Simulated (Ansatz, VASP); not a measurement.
## One calculation of BiCl6, two programs

```
CELL_PARAMETERS angstrom
3.11571 1.79886 5.69098
-3.11571 1.79886 5.69098
0.00000 -3.59771 5.69098
ATOMIC_POSITIONS crystal
Bi 0.00000 0.00000 0.00000
Cl 0.37500 0.08000 0.78500
Cl 0.78500 0.37500 0.08000
Cl 0.08000 0.78500 0.37500
Cl 0.62500 0.92000 0.21500
Cl 0.21500 0.62500 0.92000
Cl 0.92000 0.21500 0.62500
```

Change from the starting cell: species swapped into the WCl6 type (R-3, No. 148).

Alike in both runs: task relaxation of cell and atoms; functional PBE; k mesh 3 × 3 × 3; occupations gaussian, width 0.1 eV; no spin polarisation.

```csv
,VASP,Ansatz
version,VASP 6.6.1,Ansatz 0.2.0
potentials or method,"VASP PAW PBE potentials, release 64 (Bi_d, Cl), cutoff 600 eV","scalar-relativistic, plane waves, PAW"
valence electrons in the cell,57,57
```

Ansatz gave:

```
gap on the k mesh at the Fermi level, each at its own relaxed structure (eV) : none
relaxed volume (Å³/atom)                                                     : 36.47
relaxed cell length with the largest relative difference (Å)                 : 7.346
```

Q: Which values does VASP return?

A: gap on the k mesh at the Fermi level, each at its own relaxed structure (eV): none; relaxed volume (Å³/atom): 34.65; relaxed cell length with the largest relative difference (Å): 7.207.

A gap of «none» marks a metal or a gap that the smearing closes. One of these differences is far larger than is usual between the two programs; its cause wasn't traced.

The k mesh is coarse, so the values compare programs but aren't converged. Spin-orbit coupling is off throughout. Noted on VASP's run: the volume moved by over 15 % at a fixed basis, so the end points are rough.
